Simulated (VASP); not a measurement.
**P: relaxation of cell and atoms with PBEsol**

P:

```xyz
4
Lattice="1.6477 -5.4650 0.0000 1.6477 5.4650 0.0000 0.0000 0.0000 4.5436" Properties=species:S:1:pos:R:3 pbc="T T T"
P     1.6477   -4.4173    2.6754
P     1.6477    4.4173    1.8683
P     1.6477   -1.0477    0.4035
P     1.6477    1.0477    4.1401
```

```
Program                : VASP 6.6.1
Task                   : relaxation of cell and atoms
Functional             : PBEsol
Potentials or basis    : VASP PAW PBE potentials, release 64 (P)
Cutoff                 : 600 eV
k mesh                 : 8 × 8 × 6
Occupations            : fermi-dirac, width 0.05 eV
Spin                   : no spin polarisation
Dipole correction      : no
Further INCAR settings : ALGO = Normal; EDIFF = 1e-06; IBRION = 2; EDIFFG = -0.01; NSW = 60; ISIF = 3
```

```yaml
Relaxed_volume: 17.94 Å³/atom
Relaxed_cell: a = 5.395 Å, b = 5.395 Å, c = 4.218 Å, α = 90.00°, β = 90.00°, γ = 144.23°
Space_group_after_relaxing_to_0.1_Å: Cmce (No. 64)
Energy_gained_by_relaxing: 19.3 meV/atom
Ionic_steps: 28
Pressure_after_relaxing: 0.0 GPa
Largest_force_after_relaxing: 0.004 eV/Å
Band_gap_on_the_k_mesh: zero (bands 10 and 11 overlap by 0.26 eV)
```

Forces on the atoms (eV/Å):
```
P    0.000 -0.002 -0.004
P    0.000  0.002  0.004
P    0.000  0.002 -0.004
P    0.000 -0.002  0.004
```

Stress tensor (GPa, compression positive):
```
-0.07  0.00  0.00
 0.00  0.06  0.00
 0.00  0.00 -0.02
```

The path:
| step | energy change (eV) | largest force (eV/Å) | pressure (GPa) | volume (Å³) |
| --- | --- | --- | --- | --- |
| 1 | 0.0000 | 0.2759 | -0.69 | 81.83 |
| 2 | -0.0144 | 0.1553 | -0.45 | 80.79 |
| 3 | -0.0176 | 0.1765 | -0.26 | 80.00 |
| 4 | -0.0284 | 0.0887 | -0.13 | 79.04 |
| 5 | -0.0379 | 0.1044 | 0.13 | 77.34 |
| 6 | -0.0475 | 0.0593 | -0.09 | 76.82 |
| 7 | -0.0641 | 0.0720 | -0.62 | 75.22 |
| 8 | -0.0662 | 0.1203 | -0.81 | 74.50 |
| 9 | -0.0706 | 0.0984 | -0.15 | 73.17 |
| 10 | -0.0713 | 0.1158 | 0.21 | 72.48 |
| 11 | -0.0738 | 0.0449 | 0.05 | 72.01 |
| 12 | -0.0744 | 0.0274 | -0.06 | 71.66 |
| 13 | -0.0754 | 0.0477 | -0.05 | 71.40 |
| 14 | -0.0754 | 0.0587 | -0.04 | 71.36 |
| 15 | -0.0760 | 0.0341 | 0.12 | 71.22 |
| 16 | -0.0762 | 0.0212 | 0.32 | 71.06 |
| 17 | -0.0766 | 0.0029 | 0.15 | 71.16 |
| 18 | -0.0767 | 0.0200 | 0.02 | 71.24 |
| 19 | -0.0767 | 0.0158 | 0.02 | 71.27 |
| 20 | -0.0768 | 0.0261 | 0.02 | 71.33 |
| 21 | -0.0769 | 0.0227 | 0.03 | 71.36 |
| 22 | -0.0770 | 0.0116 | 0.08 | 71.43 |
| 23 | -0.0770 | 0.0105 | 0.18 | 71.58 |
| 24 | -0.0770 | 0.0024 | 0.12 | 71.50 |
| 25 | -0.0771 | 0.0104 | 0.03 | 71.61 |
| 26 | -0.0771 | 0.0151 | -0.02 | 71.67 |
| 27 | -0.0771 | 0.0102 | -0.01 | 71.71 |
| 28 | -0.0771 | 0.0040 | -0.01 | 71.78 |

Final structure:
```
P
1.0
     1.65715   -5.13467    0.00000
     1.65715    5.13467    0.00000
     0.00000    0.00000    4.21771
P
4
Cartesian
  1.6572 -4.0542 2.4202
  1.6572 4.0542 1.7975
  1.6572 -1.0805 0.3114
  1.6572 1.0805 3.9063
```

Levels at points of the mesh, in eV from the Fermi level:
```csv
k point,band 7,band 8,band 9,band 10,band 11,band 12,band 13,band 14
"(0.00, 0.00, 0.00)",-4.04,-2.91,-2.59,-1.39,0.90,1.17,1.88,3.35
"(0.50, 0.00, 0.00)",-3.26,-3.26,-2.68,-2.68,0.77,0.77,1.00,1.00
"(0.50, 0.50, 0.00)",-4.29,-2.14,-1.80,-0.36,0.48,0.58,2.42,3.08
"(0.00, 0.00, 0.50)",-3.07,-3.07,-0.96,-0.96,1.47,1.47,2.31,2.31
"(0.50, 0.00, 0.50)",-5.75,-5.75,-2.08,-2.08,1.56,1.56,4.52,4.52
"(0.50, 0.50, 0.50)",-2.47,-2.47,-1.33,-1.33,1.31,1.31,2.65,2.65
```

It took 12 min on 1 thread of Intel(R) Xeon(R) 6975P-C (Granite Rapids), on a shared host, peak memory 0.35 GiB.

Caveat: the PAW data sets were made with another functional, which shifts forces and pressure a little.
